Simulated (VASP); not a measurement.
# Hg3P2 (P-3m1) in VASP: a series of runs

The runs below take Hg3P2 through single point, relaxation of cell and atoms, with PBE.

Program: VASP 6.6.1. These are calculated values, not measurements. Logs are shortened: lines on timing, memory, paths and dates and some standing lists are left out, and cuts for length are marked.

### Step 1. The cell of the first run

It takes space group P-3m1 (No. 164, trigonal). Conventional cell: a = 4.206 Å, b = 4.206 Å, c = 7.420 Å, α = 90.00°, β = 90.00°, γ = 120.00°. Within 3.8 Å of Hg (site symmetry -3m) lie 6 P at 2.92 Å and 6 Hg at 3.65 Å. Hg (site symmetry 3m) has 4 P at 2.67 to 3.08 Å and 3 Hg at 3.13 Å within 3.5 Å. P (site symmetry 3m) has 7 Hg at 2.67 to 3.08 Å within 3.5 Å.

### Step 2. Single point, PBE

Input file INCAR:

```
PREC = Accurate
ENCUT = 520
EDIFF = 1E-7
ISMEAR = 0
SIGMA = 0.1
LREAL = F
LASPH = T
NELM = 80
ALGO = Normal
ISIF = 2
LWAVE = F
LCHARG = F
GGA = PE
NBANDS = 31
```

Input file KPOINTS:

```
regular mesh
0
Gamma
  6 6 4
```

Input file POSCAR:

```
Hg3P2
1.0
    4.2059410342      0.0000000000      0.0000000000
   -2.1029705171      3.6424517824      0.0000000000
    0.0000000000      0.0000000000      7.4203978366
Hg P
3 2
Direct
    0.0000000000      0.0000000000      0.0000000000
    0.3333333333      0.6666666667      0.6327518043
    0.6666666667      0.3333333333      0.3672481957
    0.3333333333      0.6666666667      0.2182146664
    0.6666666667      0.3333333333      0.7817853336
```

Potentials or basis: VASP PAW PBE potentials, release 64 (Hg, P).

Started as:

```bash
cat potpaw_PBE.64/Hg/POTCAR potpaw_PBE.64/P/POTCAR > POTCAR
mpirun -np 1 vasp_std > vasp.out
```

OUTCAR:

```text
PREC = Accurate
   ENCUT = 520
   EDIFF = 1E-7
   ISMEAR = 0
   LREAL = F
   LASPH = T
   NELM = 80
   ISIF = 2
   GGA = PE

 ion  position               nearest neighbor table
   1  0.000  0.000  0.000-   4 2.92   5 2.92   4 2.92   5 2.92   5 2.92   4 2.92   2 3.65   3 3.65
                             2 3.65   3 3.65   2 3.65   3 3.65
   2  0.333  0.667  0.633-   5 2.67   5 2.67   5 2.67   4 3.08   3 3.13   3 3.13   3 3.13   1 3.65
                             1 3.65   1 3.65
   3  0.667  0.333  0.367-   4 2.67   4 2.67   4 2.67   5 3.08   2 3.13   2 3.13   2 3.13   1 3.65
                             1 3.65   1 3.65
   4  0.333  0.667  0.218-   3 2.67   3 2.67   3 2.67   1 2.92   1 2.92   1 2.92   2 3.08
   5  0.667  0.333  0.782-   2 2.67   2 2.67   2 2.67   1 2.92   1 2.92   1 2.92   3 3.08

  LATTYP: Found a hexagonal cell.
 ALAT       =     4.2059410342
 C/A-ratio  =     1.7642657793

  Lattice vectors:

 A1 = (   4.2059410342,   0.0000000000,   0.0000000000)
 A2 = (  -2.1029705171,   3.6424517824,   0.0000000000)
 A3 = (   0.0000000000,   0.0000000000,   7.4203978366)

Analysis of symmetry for initial positions (statically):
=====================================================================
 Subroutine PRICEL returns:
 Original cell was already a primitive cell.

 Routine SETGRP: Setting up the symmetry group for a
 hexagonal supercell.

 Subroutine GETGRP returns: Found 12 space group operations
 (whereof 12 operations were pure point group operations)
 out of a pool of 24 trial point group operations.

The static configuration has the point symmetry D_3d.

Analysis of symmetry for dynamics (positions and initial velocities):
=====================================================================
 Subroutine PRICEL returns:
 Original cell was already a primitive cell.

 Routine SETGRP: Setting up the symmetry group for a
 hexagonal supercell.

 Subroutine GETGRP returns: Found 12 space group operations
 (whereof 12 operations were pure point group operations)
 out of a pool of 24 trial point group operations.

The dynamic configuration has the point symmetry D_3d.

 Subroutine INISYM returns: Found 12 space group operations
 (whereof 12 operations are pure point group operations),
 and found     1 'primitive' translations

----------------------------------------------------------------------------------------

                                     Primitive cell

  volume of cell :     113.6800

  direct lattice vectors                    reciprocal lattice vectors
     4.205941034  0.000000000  0.000000000     0.237758921  0.137270177  0.000000000
    -2.102970517  3.642451782  0.000000000     0.000000000  0.274540354  0.000000000
     0.000000000  0.000000000  7.420397837     0.000000000  0.000000000  0.134763664

  length of vectors
     4.205941034  4.205941034  7.420397837     0.274540354  0.274540354  0.134763664

  position of ions in fractional coordinates (direct lattice)
     0.000000000  0.000000000  0.000000000
     0.333333333  0.666666667  0.632751804
     0.666666667  0.333333333  0.367248196
     0.333333333  0.666666667  0.218214666
     0.666666667  0.333333333  0.781785334

  ion indices of the primitive-cell ions
   primitive index   ion index
                 1           1
                 2           2
                 3           3
                 4           4
                 5           5

----------------------------------------------------------------------------------------

 KPOINTS: regular mesh

Automatic generation of k-mesh.
 Grid dimensions read from file:
 generate k-points for:    6    6    4

 Generating k-lattice:

  Cartesian coordinates                     Fractional coordinates (reciprocal lattice)
     0.039626487  0.022878363  0.000000000     0.166666667  0.000000000  0.000000000
     0.000000000  0.045756726  0.000000000     0.000000000  0.166666667  0.000000000
     0.000000000  0.000000000  0.033690916     0.000000000  0.000000000  0.250000000

  Length of vectors
     0.045756726  0.045756726  0.033690916

  Shift w.r.t. Gamma in fractional coordinates (k-lattice)
     0.000000000  0.000000000  0.000000000

 Subroutine IBZKPT returns following result:
 ===========================================

 Found     24 irreducible k-points:

 Following reciprocal coordinates:
            Coordinates               Weight
  0.000000  0.000000  0.000000      1.000000
  0.166667 -0.000000  0.000000      6.000000
  0.333333  0.000000  0.000000      6.000000
  0.500000  0.000000  0.000000      3.000000
  0.166667  0.166667  0.000000      6.000000
  0.333333  0.166667  0.000000     12.000000
[... 16 lines left out ...]
  0.333333  0.166667  0.500000     12.000000
  0.333333  0.333333  0.500000      2.000000
   k-points           NKPTS =     24   k-points in BZ     NKDIM =     24   number of bands    NBANDS=     31
   number of dos      NEDOS =    301   number of ions     NIONS =      5
   total plane-waves  NPLWV =  57344
   dimension x,y,z NGX =    32 NGY =   32 NGZ =   56
   dimension x,y,z NGXF=    64 NGYF=   64 NGZF=  112
   ions per type =               3   2
   NGX,Y,Z   is equivalent  to a cutoff of  12.65, 12.65, 12.55 a.u.
   NGXF,Y,Z  is equivalent  to a cutoff of  25.30, 25.30, 25.09 a.u.
 SYSTEM =  unknown system
   PREC   = accura    normal or accurate (medium, high low for compatibility)
   ISTART =      0    job   : 0-new  1-cont  2-samecut
   ICHARG =      2    charge: 1-file 2-atom 10-const
   ISPIN  =      1    spin polarized calculation?
   LNONCOLLINEAR =      F non collinear calculations
   LSORBIT =      F    spin-orbit coupling
   LASPH  =      T    aspherical Exc in radial PAW
   ENCUT  =  520.0 eV  38.22 Ry    6.18 a.u.   7.82  7.82 13.80*2*pi/ulx,y,z
   NELM   =     80;   NELMIN=  2; NELMDL= -5     # of ELM steps
   EDIFF  = 0.1E-06   stopping-criterion for ELM
   LREAL  =      F    real-space projection
   EDIFFG = 0.1E-05   stopping-criterion for IOM
   NSW    =      0    number of steps for IOM
   IBRION =     -1    ionic relax: 0-MD 1-quasi-New 2-CG
   NFREE  =      0    steps in history (QN), initial steepest desc. (CG)
   ISIF   =      2    stress and relaxation
   ISYM   =      2    0-nonsym 1-usesym 2-fastsym
   POTIM  = 0.5000    time-step for ionic-motion
   TEBEG  =    0.0;   TEEND  =   0.0 temperature during run
   PSTRESS=    0.0 pullay stress
   NELECT =      46.0000    total number of electrons
   NUPDOWN=      -1.0000    fix difference up-down
   EMIN   =  10.00;   EMAX   =-10.00  energy-range for DOS
   EFERMI =   0.00;   METHOD = LEGACY
   ISMEAR =     0;   SIGMA  =   0.10  broadening in eV -4-tet -1-fermi 0-gaus
   EFERMI_NEDOS =   21; number of points for ismear=-14 and -15
   IALGO  =     38    algorithm
   IMIX   =      4    mixing-type and parameters
     AMIX     =   0.40;   BMIX     =  1.00
     AMIX_MAG =   1.60;   BMIX_MAG =  1.00
  volume/ion in A,a.u.               =      22.74       153.43
  Fermi-wavevector in a.u.,A,eV,Ry     =   1.210875  2.288222 19.949117  1.466219
  Thomas-Fermi vector in A             =   2.346408
   LORBIT       =      0    0 simple, 1 ext, 2 COOP (PROOUT), +10 PAW based schemes
   GGA     = PE    functional components
   LHFCALC =     F    Hartree Fock is set to
   AEXX    =    0.0000 exact exchange contribution
   IVDW    =     0    specifies the selected vdW correction
   LEPSILON=     F    determine dielectric tensor
   LRPA    =     F    only Hartree local field effects (RPA)
 non-spin polarized calculation
 Gauss-broadening in eV      SIGMA  =   0.10
  energy-cutoff  :      520.00
  volume of cell :      113.68
 maximum number of plane-waves:      3084
 NGX is ok and might be reduce to    32
   NGX = 15   NGY = 15   NGZ = 27

 number of electron      46.0000003 magnetization

 Free energy of the ion-electron system (eV)
  ---------------------------------------------------
  ext. energy  EPLUGINS =         0.00000000
  ---------------------------------------------------
  free energy    TOTEN  =        -9.46531102 eV

  energy without entropy =       -9.45746367  energy(sigma->0) =       -9.46138734

 E-fermi :   3.4219     XC(G=0): -10.2792

 val. band max:        3.4126293924   @ k =   0.5000   0.0000   0.0000
 cond. band min:       3.4520112569   @ k =   0.0000   0.0000   0.0000
 fundamental gap:      0.0393818645
 Fermi energy:         3.4219087217

 k-point     1 :       0.0000    0.0000    0.0000
  band No.  band energies     occupation
      1      -8.1916      2.00000
      2      -7.1757      2.00000
      3      -4.0692      2.00000
      4      -4.0692      2.00000
      5      -4.0173      2.00000
      6      -4.0173      2.00000
[... 23 lines left out ...]
     30       8.9540      0.00000
     31       8.9540      0.00000

 k-point     2 :       0.1667   -0.0000    0.0000
  band No.  band energies     occupation
      1      -7.9775      2.00000
      2      -7.1204      2.00000
      3      -4.1261      2.00000
      4      -4.0450      2.00000
      5      -3.9762      2.00000
      6      -3.9306      2.00000
[... 23 lines left out ...]
     30       9.0888      0.00000
     31       9.2898      0.00000

 k-point     3 :       0.3333    0.0000    0.0000
  band No.  band energies     occupation
      1      -7.4687      2.00000
      2      -7.0328      2.00000
      3      -4.1051      2.00000
      4      -3.9244      2.00000
      5      -3.8949      2.00000
      6      -3.8715      2.00000
[... 23 lines left out ...]
     30       9.9894      0.00000
     31      10.4528      0.00000

 k-point     4 :       0.5000    0.0000    0.0000
  band No.  band energies     occupation
      1      -7.0848      2.00000
      2      -7.0765      2.00000
      3      -4.0419      2.00000
      4      -3.9554      2.00000
      5      -3.8917      2.00000
      6      -3.7949      2.00000
[... 635 lines left out ...]
     30       9.0639      0.00000
     31       9.8430      0.00000

 k-point    23 :       0.3333    0.1667    0.5000
  band No.  band energies     occupation
      1      -7.1233      2.00000
      2      -7.0118      2.00000
      3      -4.1633      2.00000
      4      -3.9889      2.00000
      5      -3.8822      2.00000
      6      -3.7287      2.00000
[... 23 lines left out ...]
     30       9.8616      0.00000
     31      10.2949      0.00000

 k-point    24 :       0.3333    0.3333    0.5000
  band No.  band energies     occupation
      1      -6.9828      2.00000
      2      -6.9828      2.00000
      3      -4.0047      2.00000
      4      -3.8722      2.00000
      5      -3.8722      2.00000
      6      -3.7490      2.00000
[... 23 lines left out ...]
     30      10.1426      0.00000
     31      10.3376      0.00000

------------------------ aborting loop because EDIFF is reached ----------------------------------------

  FORCE on cell =-STRESS in cart. coord.  units (eV):
  Direction    XX          YY          ZZ          XY          YZ          ZX
  --------------------------------------------------------------------------------------
  -------------------------------------------------------------------------------------
  Total        0.0860814      0.0860814      0.0973987      0.0000000      0.0000000      0.0000000
  in kB        1.2132087      1.2132087      1.3727119      0.0000000      0.0000000      0.0000000
  external PRESSURE =       1.2663765 kB  Pullay stress =       0.0000000 kB

 VOLUME and BASIS-vectors are now :
 -----------------------------------------------------------------------------
  energy-cutoff  :      520.00
  volume of cell :      113.68
      direct lattice vectors                 reciprocal lattice vectors
     4.205941034  0.000000000  0.000000000     0.237758921  0.137270177  0.000000000
    -2.102970517  3.642451782  0.000000000     0.000000000  0.274540354  0.000000000
     0.000000000  0.000000000  7.420397837     0.000000000  0.000000000  0.134763664

 POSITION                                       TOTAL-FORCE (eV/Angst)
 -----------------------------------------------------------------------------------
      0.00000      0.00000      0.00000        -0.000000      0.000000      0.000000
     -0.00000      2.42830      4.69527        -0.000000      0.000000      0.043459
      2.10297      1.21415      2.72513         0.000000     -0.000000     -0.043459
     -0.00000      2.42830      1.61924         0.000000     -0.000000      0.024471
      2.10297      1.21415      5.80116        -0.000000      0.000000     -0.024471
 -----------------------------------------------------------------------------------
    total drift:                               -0.000000     -0.000000      0.000000

  FREE ENERGIE OF THE ION-ELECTRON SYSTEM (eV)
  ---------------------------------------------------
  free  energy   TOTEN  =        -9.4653110200 eV

  energy  without entropy=       -9.4574636684  energy(sigma->0) =       -9.46138734
```

Wall time 54 s (1 thread of Intel Xeon Platinum 8375C at 2.90GHz (Ice Lake), shared host); peak memory 0.26 GiB.

What came out:

```yaml
Free_energy: -9.4653 eV
Pressure: 0.1 GPa
Largest_force: 0.043 eV/Å
Band_gap_on_the_k_mesh: zero (band 23 reaches 3.94 eV, above the bottom of band 24 at 2.55 eV)
```

Forces in eV/Å, atoms in the order of the input:
```
Hg   0.000  0.000  0.000
Hg   0.000  0.000  0.043
Hg   0.000  0.000 -0.043
P    0.000  0.000  0.024
P    0.000  0.000 -0.024
```

Levels at points of the mesh, in eV from the Fermi level:
| k point | band 19 | band 20 | band 21 | band 22 | band 23 | band 24 | band 25 | band 26 | band 27 | band 28 |
| --- | --- | --- | --- | --- | --- | --- | --- | --- | --- | --- |
| (0.00, 0.00, 0.00) | -1.47 | -1.00 | 0.03 | 0.03 | 0.19 | 0.19 | 1.21 | 3.69 | 4.60 | 4.60 |
| (0.50, 0.00, 0.00) | -4.29 | -3.39 | -2.62 | -2.05 | -0.11 | -0.01 | 1.13 | 3.72 | 4.14 | 4.15 |
| (0.00, 0.00, 0.50) | -3.24 | -0.19 | -0.19 | 0.26 | 0.52 | 0.52 | 1.51 | 2.83 | 3.49 | 3.82 |
| (0.50, 0.00, 0.50) | -4.92 | -2.43 | -1.53 | -1.25 | -1.06 | -0.87 | 1.06 | 2.29 | 3.35 | 5.21 |

Caveat: spin-orbit coupling is left out, which moves the levels of the heavy elements.

[end of part 1 of 2]
